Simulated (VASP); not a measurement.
# Ge (P1) in VASP: notebook

The runs below take Ge through single point, with PBEsol.

Everything below comes from runs of VASP 6.6.1. Logs are shortened: lines on timing, memory, paths and dates and some standing lists are left out, and cuts for length are marked.

## Step 1: The cell of the first run

The typed cell holds 24 atoms: a = 7.844 Å, b = 7.859 Å, c = 7.859 Å, α = 80.03°, β = 79.79°, γ = 79.79°.

## Step 2: Single point, PBEsol

INCAR reads:

```
SYSTEM = Ge
ALGO     = Normal         ! electronic algorithm
EDIFF    = 1E-6           ! SCF threshold, eV
ENCUT    = 520            ! plane-wave cutoff, eV
GGA      = PS             ! functional
ISIF     = 2              ! what is computed and relaxed
ISMEAR   = -1             ! smearing method
LASPH    = .TRUE.         ! aspherical terms in the spheres
LCHARG   = .FALSE.        ! write CHGCAR
LREAL    = Auto         
LWAVE    = .FALSE.        ! write WAVECAR
NBANDS   = 186            ! bands
NELM     = 80             ! most SCF steps
PREC     = Accurate       ! precision mode
SIGMA    = 0.05           ! smearing width, eV
```

KPOINTS reads:

```
Automatic mesh
0
Gamma
  2 2 2
  0.5 0.5 0.5
```

POSCAR reads:

```
Ge
1.0
    0.0000000000     -5.8077995759      5.2720733511
    5.0528545991      2.9038997879      5.2720733511
   -5.0528545991      2.9038997879      5.2720733511
Ge
24
Direct
    0.1844247589      0.5260448111      0.9477171467
    0.5389288891      0.8003096943      0.2219766070
    0.9321765981      0.0094416169      0.4065919723
   -0.0664928903      0.7870235518      0.1842539806
    0.4128816680      0.0102127282      0.6179484032
    0.6105285038      0.4061509411      0.9109610341
    0.2019056821      0.8132706602      0.5214447288
    0.5159448861      0.2437566820      0.6799898957
    0.7558694793      0.5562953544      0.1149135659
    0.2701367339      0.6142721477      0.2463870317
    0.6484484127      1.0170886243      0.3389200895
   -0.1324122299      0.2027704929      0.6535766571
    0.4337552900      0.7344180815      0.8562885980
    0.8977320258      0.1520910963     -0.0162335573
    0.2317389555      0.2588737405      0.4120428027
    0.9036101449      0.6631082652      0.5499482704
    0.2038965020      1.0259035616      0.9142298554
    0.5342462040      0.3444705634      0.3247535900
    0.2682387903      0.4956954670      0.5872510403
    0.6496099296      0.9887259666      0.9147458050
   -0.0451877170      0.3343571554      0.2910810240
    0.9336205360      0.7105184201      0.8568042444
    0.3628508243      0.1827896880      0.0780429573
    0.6231498193      0.5737869484      0.5669749574
```

Potentials or basis: VASP PAW PBE potentials, release 64 (Ge_d).

Command:

```bash
> cat potpaw_PBE.64/Ge_d/POTCAR > POTCAR
> mpirun -np 1 vasp_std > vasp.out
```

OUTCAR:

```text
SYSTEM = Ge
   EDIFF = 1E-6
   ENCUT = 520
   GGA = PS
   ISIF = 2
   ISMEAR = -1
   LASPH = .TRUE.
   LREAL = Auto
   NELM = 80
   PREC = Accurate

 ion  position               nearest neighbor table
   1  0.184  0.526  0.948-  22 2.37  13 2.69  10 2.78  19 2.83  23 2.91
   2  0.539  0.800  0.222-  11 2.41   9 2.48  20 2.69  10 2.73
   3  0.932  0.009  0.407-  11 2.37  21 2.58   7 2.59  12 2.59   4 2.67  16 2.79
   4  0.934  0.787  0.184-   9 2.65   3 2.67  22 2.74  10 2.83  11 2.85  16 2.85
   5  0.413  0.010  0.618-   8 2.29  11 2.60  17 2.61  13 2.61  15 2.68   7 2.73
   6  0.611  0.406  0.911-   9 2.65   8 2.66  13 2.71  24 2.79  14 2.80  23 2.84
   7  0.202  0.813  0.521-  19 2.44   3 2.59   5 2.73  16 2.76  10 2.81
   8  0.516  0.244  0.680-   5 2.29  19 2.62   6 2.66  20 2.68  12 2.69  18 2.75  24 2.82
   9  0.756  0.556  0.115-   2 2.48  22 2.50  21 2.52   4 2.65   6 2.65  18 2.75
  10  0.270  0.614  0.246-  19 2.68   2 2.73  18 2.76   1 2.78   7 2.81   4 2.83  15 2.91
  11  0.648  0.017  0.339-   3 2.37   2 2.41  18 2.56   5 2.60   4 2.85
  12  0.868  0.203  0.654-   3 2.59  14 2.60   8 2.69  21 2.86
  13  0.434  0.734  0.856-   5 2.61   1 2.69  17 2.70   6 2.71  24 2.85
  14  0.898  0.152  0.984-  17 2.43  12 2.60  20 2.69   6 2.80
  15  0.232  0.259  0.412-  21 2.46  18 2.53  19 2.58   5 2.68  23 2.77  10 2.91
  16  0.904  0.663  0.550-  24 2.40  22 2.56   7 2.76   3 2.79   4 2.85
  17  0.204  0.026  0.914-  14 2.43  23 2.53   5 2.61  13 2.70
  18  0.534  0.344  0.325-  15 2.53  11 2.56   9 2.75   8 2.75  10 2.76  19 2.91
  19  0.268  0.496  0.587-   7 2.44  15 2.58   8 2.62  10 2.68   1 2.83  18 2.91
  20  0.650  0.989  0.915-   8 2.68  14 2.69   2 2.69  23 2.73  22 2.86
  21  0.955  0.334  0.291-  15 2.46   9 2.52   3 2.58  12 2.86
  22  0.934  0.711  0.857-   1 2.37   9 2.50  16 2.56   4 2.74  20 2.86
  23  0.363  0.183  0.078-  17 2.53  20 2.73  15 2.77   6 2.84   1 2.91
  24  0.623  0.574  0.567-  16 2.40   6 2.79   8 2.82  13 2.85

  LATTYP: Found a base centered monoclinic cell.
 ALAT       =    12.0378389086
 B/A-ratio  =     0.8394953010
 C/A-ratio  =     0.6515958644
 COS(beta)  =    -0.2315018669

  Lattice vectors:

 A1 = (  -5.0528545991,  -2.9038997879,  -5.2720733511)
 A2 = (   5.0528545991,  -2.9038997879,  -5.2720733511)
 A3 = (   0.0000000000,  -5.8077995759,   5.2720733511)

Analysis of symmetry for initial positions (statically):
=====================================================================
 Subroutine PRICEL returns:
 Original cell was already a primitive cell.

 Routine SETGRP: Setting up the symmetry group for a
 base centered monoclinic supercell.

 Subroutine GETGRP returns: Found  1 space group operations
 (whereof  1 operations were pure point group operations)
 out of a pool of  4 trial point group operations.

[... 147 lines left out ...]
   PSTRESS=    0.0 pullay stress
   NELECT =     336.0000    total number of electrons
   NUPDOWN=      -1.0000    fix difference up-down
   EMIN   =  10.00;   EMAX   =-10.00  energy-range for DOS
   EFERMI =   0.00;   METHOD = LEGACY
   ISMEAR =    -1;   SIGMA  =   0.05  broadening in eV -4-tet -1-fermi 0-gaus
   EFERMI_NEDOS =   21; number of points for ismear=-14 and -15
   IALGO  =     38    algorithm
   IMIX   =      4    mixing-type and parameters
     AMIX     =   0.40;   BMIX     =  1.00
     AMIX_MAG =   1.60;   BMIX_MAG =  1.00
  volume/ion in A,a.u.               =      19.34       130.51
  Fermi-wavevector in a.u.,A,eV,Ry     =   1.469956  2.777813 29.399053  2.160769
  Thomas-Fermi vector in A             =   2.585271
   LORBIT       =      0    0 simple, 1 ext, 2 COOP (PROOUT), +10 PAW based schemes
   GGA     = PS    functional components
   LHFCALC =     F    Hartree Fock is set to
   AEXX    =    0.0000 exact exchange contribution
   IVDW    =     0    specifies the selected vdW correction
   LEPSILON=     F    determine dielectric tensor
   LRPA    =     F    only Hartree local field effects (RPA)
 non-spin polarized calculation
  energy-cutoff  :      520.00
  volume of cell :      464.14
 maximum number of plane-waves:     12499
 NGX is ok and might be reduce to    60
   NGX = 29   NGY = 29   NGZ = 29

 number of electron     335.9999997 magnetization

 Free energy of the ion-electron system (eV)
  ---------------------------------------------------
  ext. energy  EPLUGINS =         0.00000000
  ---------------------------------------------------
  free energy    TOTEN  =      -108.36533820 eV

  energy without entropy =     -108.27785640  energy(sigma->0) =     -108.32159730

 E-fermi :   6.3094     XC(G=0): -11.1684

 val. band max:        6.2917352232   @ k =  -0.2500  -0.2500   0.2500
 cond. band min:       6.3421091169   @ k =  -0.2500   0.2500   0.2500
 fundamental gap:      0.0503738937
 Fermi energy:         6.3093524485

 k-point     1 :       0.2500    0.2500    0.2500
  band No.  band energies     occupation
      1     -18.5817      2.00000
      2     -18.5474      2.00000
      3     -18.5268      2.00000
      4     -18.5245      2.00000
      5     -18.5124      2.00000
      6     -18.5079      2.00000
[... 721 lines left out ...]
    179       8.0085      0.00000
    180       8.2288      0.00000
 [bands above 180 left out]

------------------------ aborting loop because EDIFF is reached ----------------------------------------

  FORCE on cell =-STRESS in cart. coord.  units (eV):
  Direction    XX          YY          ZZ          XY          YZ          ZX
  --------------------------------------------------------------------------------------
  -------------------------------------------------------------------------------------
  Total        8.8968909     15.4232236     18.9711890      1.5694390     -1.6860591      4.0624697
  in kB       30.7112665     53.2395796     65.4868368      5.4175622     -5.8201243     14.0232799
  external PRESSURE =      49.8125609 kB  Pullay stress =       0.0000000 kB

 VOLUME and BASIS-vectors are now :
 -----------------------------------------------------------------------------
  energy-cutoff  :      520.00
  volume of cell :      464.14
      direct lattice vectors                 reciprocal lattice vectors
     0.000000000 -5.807799576  5.272073351     0.000000000 -0.114788167  0.063226232
     5.052854599  2.903899788  5.272073351     0.098953966  0.057394083  0.063226232
    -5.052854599  2.903899788  5.272073351    -0.098953966  0.057394083  0.063226232

 POSITION                                       TOTAL-FORCE (eV/Angst)
 -----------------------------------------------------------------------------------
     -2.13065      3.20856      8.74208        -0.855587     -1.332137      0.375936
      2.92223     -0.16137      8.23084        -0.207763      0.693947     -0.632892
     -2.00674     -4.20577      7.10786        -0.194041     -0.477800      0.807320
      3.04571     -2.60113     10.04216         0.345700     -0.260860      0.391627
     -3.07080     -0.57382      5.48845        -0.695521     -0.134237     -2.499680
     -2.55073      0.27893     10.16266        -0.258576     -0.003041     -0.039842
[... 16 lines left out ...]
      0.52927     -1.34993      3.28810         0.324783      0.264530      0.210538
      0.03442     -0.30647      9.29947         0.134681      0.635921     -0.693906
 -----------------------------------------------------------------------------------
    total drift:                               -0.000299      0.001095      0.002071

  FREE ENERGIE OF THE ION-ELECTRON SYSTEM (eV)
  ---------------------------------------------------
  free  energy   TOTEN  =      -108.3653381952 eV

  energy  without entropy=     -108.2778563989  energy(sigma->0) =     -108.32159730
```

stdout:

```text
POSCAR found type information on POSCAR Ge
 POSCAR found :  1 types and      24 ions
 scaLAPACK will be used
 -----------------------------------------------------------------------------
|                                                                             |
|                                                                             |
|     You enforced a specific xc type in the INCAR file but a different       |
|     I HOPE YOU KNOW WHAT YOU ARE DOING!                                     |
|                                                                             |
 -----------------------------------------------------------------------------

 LDA part: xc-table for (Slater+PW92), standard interpolation
 POSCAR, INCAR and KPOINTS ok, starting setup
 FFT: planning ... GRIDC
 FFT: planning ... GRID_SOFT
 FFT: planning ... GRID
 WAVECAR not read
 entering main loop
```

It took 13 min on 1 thread of Oxide Virtual Turin-like, shared host; peak memory 0.56 GiB.

What came out:

```yaml
Free_energy: -108.3653 eV
Pressure: 5.0 GPa
Largest_force: 2.598 eV/Å
Band_gap_on_the_k_mesh: zero (bands 168 and 169 overlap by 0.33 eV)
```

Forces on the atoms (eV/Å):
```
Ge  -0.856 -1.332  0.376
Ge  -0.208  0.694 -0.633
Ge  -0.194 -0.478  0.807
Ge   0.346 -0.261  0.392
Ge  -0.696 -0.134 -2.500
Ge  -0.259 -0.003 -0.040
Ge   0.893 -0.113  0.908
Ge   0.518 -0.125  1.910
Ge  -0.414 -0.117 -0.329
Ge   0.561 -0.183  0.093
Ge  -0.095  0.592 -0.314
Ge   0.452  0.041  0.009
Ge  -0.184  0.046 -0.064
Ge  -0.138  0.796  0.173
Ge  -0.461  0.254 -0.571
Ge  -0.020 -0.547  0.273
Ge  -0.363 -0.327  0.060
Ge   0.732 -0.530  0.399
Ge  -0.934  0.642 -0.026
Ge  -0.574 -0.484  0.098
Ge   0.220 -0.176 -0.184
Ge   1.210  0.845 -0.352
Ge   0.325  0.265  0.211
Ge   0.135  0.636 -0.694
```

Levels at points of the mesh, in eV from the Fermi level:
| k point | band 165 | band 166 | band 167 | band 168 | band 169 | band 170 | band 171 | band 172 |
| --- | --- | --- | --- | --- | --- | --- | --- | --- |
| (0.25, 0.25, 0.25) | -0.27 | -0.12 | 0.09 | 0.25 | 0.44 | 0.60 | 0.71 | 0.80 |

Caveat: the k points lie up to 0.41 Å⁻¹ apart; the atoms stand as in a frame of molecular dynamics; semilocal functionals underestimate gaps, and a narrow one can read as zero; the PAW data sets were made with another functional, which shifts forces and pressure a little.

## Step 3: Single point, PBEsol

INCAR reads:

```
ALGO     = Normal         # electronic algorithm
EDIFF    = 1E-6           # SCF threshold, eV
ENCUT    = 520            # plane-wave cutoff, eV
GGA      = PS             # functional
ISIF     = 2              # what is computed and relaxed
ISMEAR   = -1             # smearing method
LASPH    = True           # aspherical terms in the spheres
LCHARG   = False          # write CHGCAR
LREAL    = Auto         
LWAVE    = False          # write WAVECAR
NBANDS   = 186            # bands
NELM     = 80             # most SCF steps
PREC     = Accurate       # precision mode
SIGMA    = 0.05           # smearing width, eV
```

KPOINTS is that of step 2.

POSCAR reads:

```
Ge
1.0
    0.0000000000     -5.8077995759      5.2720733511
    5.0528545991      2.9038997879      5.2720733511
   -5.0528545991      2.9038997879      5.2720733511
Ge
24
Direct
    0.2463238330      0.5219643772      0.9824985079
    0.4912707013      0.8111390485      0.2238704181
    0.9039999886     -0.0073200776      0.4385118686
   -0.0336725392      0.8028336798      0.1669847874
    0.3997843937      0.0093164729      0.5861106281
    0.6181237858      0.3857241700      0.9541282164
    0.1987621439      0.8321740649      0.5008108786
    0.4687437079      0.3040386312      0.6904510960
    0.7704466850      0.5736865242      0.0762504807
    0.2626317159      0.5911313834      0.2672051813
    0.6257291055      1.0456281873      0.3301476745
   -0.1654863824      0.2279780584      0.6697251850
    0.5132099753      0.7306135715      0.8062124221
    0.9320407268      0.1604120473     -0.0137073505
    0.1880560190      0.2674503200      0.4458906416
    0.8713302136      0.6510394264      0.5398399076
    0.2221100407      0.9891493151      0.9196757150
    0.5323094758      0.3605385780      0.3212706759
    0.1910403940      0.5137349976      0.6467338772
    0.6894622054      0.9375143875      0.9070993029
   -0.0358774359      0.3499074365      0.2159368291
    0.9831174617      0.7263575628      0.8456034243
    0.3563492450      0.1382521516      0.1078107453
    0.5865536524      0.6064199995      0.4942839804
```

Potentials or basis: VASP PAW PBE potentials, release 64 (Ge_d).

Command:

```bash
> cat potpaw_PBE.64/Ge_d/POTCAR > POTCAR
> mpirun -np 1 vasp_std > vasp.out
```

Wall time 20 min (1 thread of AMD EPYC 9755, shared host); peak memory 0.55 GiB.

It converged, with:

- Free energy: -108.8872 eV
- Pressure: 3.6 GPa
- Largest force: 1.680 eV/Å
- Band gap on the k mesh: zero (bands 168 and 169 overlap by 0.33 eV)

Forces in eV/Å, atoms in the order of the input:
```
Ge   0.144 -0.503 -0.825
Ge  -0.096 -0.361 -0.215
Ge  -0.220 -0.148  0.652
Ge   0.279  0.295  0.428
Ge  -0.738  0.847  0.142
Ge  -0.205 -0.166 -1.159
Ge   0.154 -0.344  0.087
Ge  -0.627 -0.700  0.590
Ge   0.688  1.104  0.554
Ge  -0.153  0.435  0.628
Ge   0.191 -0.727 -0.562
Ge   0.242  0.005  0.081
Ge  -0.019 -0.028 -0.322
Ge  -0.001  0.633 -0.260
Ge   0.266  0.477 -0.171
Ge  -0.132 -0.136  0.431
Ge  -0.232 -0.762 -0.365
Ge   0.389  0.009  0.269
Ge   0.110  0.518 -0.533
Ge   0.549  0.424  0.191
Ge  -1.255 -1.054  0.371
Ge   0.733 -0.170 -0.174
Ge   0.345  0.008  0.325
Ge  -0.413  0.343 -0.162
```

Stress tensor (GPa, compression positive):
```
 2.37  1.80 -1.20
 1.80  3.54 -0.56
-1.20 -0.56  4.84
```

Levels at points of the mesh, in eV from the Fermi level:
| k point | band 166 | band 167 | band 168 | band 169 | band 170 | band 171 |
| --- | --- | --- | --- | --- | --- | --- |
| (0.25, 0.25, 0.25) | -0.09 | 0.18 | 0.24 | 0.32 | 0.57 | 0.65 |

Caveat: the k points lie up to 0.41 Å⁻¹ apart; the atoms stand as in a frame of molecular dynamics; semilocal functionals underestimate gaps, and a narrow one can read as zero; the PAW data sets were made with another functional, which shifts forces and pressure a little.

## Step 4: Single point, PBEsol

INCAR reads:

```
PREC = Accurate
ENCUT = 520
EDIFF = 1E-6
ISMEAR = -1
SIGMA = 0.1293
LREAL = Auto
LASPH = True
NELM = 80
ALGO = Normal
ISIF = 2
LWAVE = False
LCHARG = False
GGA = PS
NBANDS = 186
```

KPOINTS is that of step 3.

POSCAR reads:

```
Ge
1.0
    0.0000000000     -5.7893032736      5.2552831948
    5.0367625965      2.8946516368      5.2552831948
   -5.0367625965      2.8946516368      5.2552831948
Ge
24
Direct
    0.1948692986      0.4258121666      0.8526534081
    0.5297724206      0.7819483386      0.1924111224
    0.8408702232      0.0899368508      0.4909132640
   -0.0019127266      0.7574015393      0.2329327066
    0.3392236378      0.1013200762      0.5733274330
    0.6851892894      0.4407192887      0.8771261985
    0.1807839746      0.8959978765      0.4564184924
    0.5198456632      0.2341206995      0.8064405071
    0.8320608618      0.5595518110      0.1042861605
    0.3438536459      0.5734594633      0.1344022400
    0.6604180558      0.8878560350      0.4389980719
    0.0222784654      0.1537412846      0.7612509580
    0.5114012238      0.7539659253      0.7373671679
    0.8639320566      0.0928190368      0.0781876146
    0.1213663046      0.4076067616      0.4779835152
    0.8346908595      0.5751777120      0.5238856380
    0.2036001203      0.8868032089      0.8653668204
    0.5395009530      0.2244336048      0.1952070932
    0.2947195344      0.5967999925      0.5870546454
    0.6858458608      0.9588026328      0.9054074222
    0.0433492772      0.2729929412      0.1761043167
    0.9569062815      0.7397285181      0.8300623369
    0.3438985746      0.0731982305      0.0613354518
    0.5746488313      0.4095774421      0.4342879576
```

Command:

```bash
> cat potpaw_PBE.64/Ge_d/POTCAR > POTCAR
> mpirun -np 1 vasp_std > vasp.out
```

It took 15 min on 1 thread of Oxide Virtual Turin-like, shared host; peak memory 0.59 GiB.

Results (log left out):

```yaml
Free_energy: -111.0987 eV
Pressure: 1.8 GPa
Largest_force: 2.069 eV/Å
Band_gap_on_the_k_mesh: zero (bands 168 and 169 overlap by 0.15 eV)
```

Forces in eV/Å, atoms in the order of the input:
```
Ge  -1.459  0.595 -0.013
Ge  -0.204 -0.012  0.330
Ge   0.487 -0.357  1.381
Ge   0.368 -0.293  0.682
Ge   0.733 -0.607  0.009
Ge   0.688  0.078  0.663
Ge   0.593  0.453 -0.671
Ge   1.391  0.159 -1.025
Ge  -0.644  0.338 -0.063
Ge  -0.246  0.109 -0.807
Ge  -0.055  0.301 -0.945
Ge   1.671  1.211  0.145
Ge  -0.687 -0.058  0.256
Ge  -0.808  0.303 -0.122
Ge  -0.198 -1.401 -0.585
Ge  -0.330  1.053 -0.358
Ge  -1.067 -0.553  0.628
Ge   0.052  0.443  0.797
Ge   0.939 -0.949  0.370
Ge  -0.586 -0.979 -0.909
Ge  -0.411  0.057  0.854
Ge   0.588 -0.637 -0.846
Ge  -0.757  1.243 -0.322
Ge  -0.057 -0.497  0.551
```

Stress tensor (GPa, compression positive):
```
 2.21 -0.07  0.46
-0.07  1.95 -0.14
 0.46 -0.14  1.29
```

Levels at points of the mesh, in eV from the Fermi level:
```tsv
k point	band 166	band 167	band 168	band 169	band 170	band 171
(0.25, 0.25, 0.25)	-0.13	0.05	0.14	0.26	0.39	0.50
```

Caveat: the k points lie up to 0.41 Å⁻¹ apart; the atoms stand as in a frame of molecular dynamics; semilocal functionals underestimate gaps, and a narrow one can read as zero; the PAW data sets were made with another functional, which shifts forces and pressure a little.

## Step 5: The runs side by side

| cell | smearing | gap on the mesh (eV) | pressure (GPa) | largest force (eV/Å) |
| --- | --- | --- | --- | --- |
| a = 7.844, b = 7.859, c = 7.859 Å, angles 80.0, 79.8, 79.8°, 24 atoms, atomic positions A | fermi-dirac 0.05 eV | none | 5.0 | 2.60 |
| a = 7.844, b = 7.859, c = 7.859 Å, angles 80.0, 79.8, 79.8°, 24 atoms, atomic positions B | fermi-dirac 0.05 eV | none | 3.6 | 1.68 |
| a = 7.819, b = 7.834, c = 7.834 Å, angles 80.0, 79.8, 79.8°, 24 atoms, atomic positions C | fermi-dirac 0.1293 eV | none | 1.8 | 2.07 |

Alike in all rows: task single point; level PBEsol; potentials or basis VASP PAW PBE potentials, release 64 (Ge_d); no spin polarisation; k mesh 2 × 2 × 2, shifted; cutoff (eV) 520.

Caveats: all runs use coarse meshes; the atoms stand as in a frame of molecular dynamics; semilocal functionals underestimate gaps, and a narrow one can read as zero; the PAW data sets were made with another functional, which shifts forces and pressure a little.

Total energies depend on the potentials used, so only differences within one code and one set of settings carry meaning.

The gap in the log of VASP goes by the Fermi energy; the results here count the filled bands.